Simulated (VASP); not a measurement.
Write the native input for VASP 6.6.1 that does the following.

| Quantity | Value |
| --- | --- |
| Task | relaxation of cell and atoms |
| Functional | PBE |
| Potentials or basis | VASP PAW PBE potentials, release 64 (Ge_d, Te, O) |
| Cutoff | 600 eV |
| k mesh | 4 × 4 × 2 |
| Occupations | gaussian, width 0.1 eV |
| Spin | no spin polarisation |
| Dipole correction | no |
| Further INCAR settings | ALGO = Normal; EDIFF = 1e-07; IBRION = 2; EDIFFG = -0.04; NSW = 90; ISIF = 3 |

The structure of Ge3Te2O lies in POSCAR:

```
Ge3Te2O
1.0
    3.9334398400      0.0000000000      0.0000000000
    0.0000000000      3.9334398400      0.0000000000
    0.0000000000      0.0000000000      8.6775432500
Ge Te O
3 2 1
Direct
    0.5000000000      0.0000000000      0.3837740100
    0.0000000000      0.5000000000      0.6162259900
    0.0000000000      0.0000000000      0.0000000000
    0.5000000000      0.0000000000      0.7391930200
    0.0000000000      0.5000000000      0.2608069800
    0.5000000000      0.5000000000      0.0000000000
```

The cell was generated, and may not be a known phase.

The input as run:

INCAR

```
PREC     = Accurate       # precision mode
ENCUT    = 600            # plane-wave cutoff, eV
EDIFF    = 1E-7           # SCF threshold, eV
ISMEAR   = 0              # smearing method
SIGMA    = 0.1            # smearing width, eV
LREAL    = False          # projectors in reciprocal space
LASPH    = True           # aspherical terms in the spheres
NELM     = 60             # most SCF steps
ALGO     = Normal         # electronic algorithm
ISIF     = 3              # what is computed and relaxed
LWAVE    = False          # write WAVECAR
LCHARG   = False          # write CHGCAR
GGA      = PE             # functional
IBRION   = 2              # ionic algorithm
NSW      = 90             # ionic steps
EDIFFG   = -0.04          # ionic threshold
```

KPOINTS

```
regular mesh
0
Gamma
  4 4 2
```

Potentials or basis: VASP PAW PBE potentials, release 64 (Ge_d, Te, O).

Command:

```bash
$ cat potpaw_PBE.64/Ge_d/POTCAR potpaw_PBE.64/Te/POTCAR potpaw_PBE.64/O/POTCAR > POTCAR
$ mpirun -np 1 vasp_std > vasp.out
```

It gave:

```yaml
Relaxed_volume: 21.85 Å³/atom
Relaxed_cell: a = 3.805 Å, b = 3.805 Å, c = 9.057 Å, α = 90.00°, β = 90.00°, γ = 90.00°
Space_group_after_relaxing_to_0.1_Å: P-4m2 (No. 115)
Energy_gained_by_relaxing: 26.3 meV/atom
Ionic_steps: 10
Pressure_after_relaxing: 0.0 GPa
Largest_force_after_relaxing: 0.022 eV/Å
Band_gap_on_the_k_mesh: zero (bands 30 and 31 overlap by 1.18 eV)
```

Caveat: the k points lie up to 0.41 Å⁻¹ apart in the final cell, too coarse for converged energies and pressures of a metal; spin-orbit coupling is left out, which moves the levels of the heavy elements.

It took 5.6 min on 1 thread of Oxide Virtual Turin-like Processor, on a shared host, peak memory 0.27 GiB.
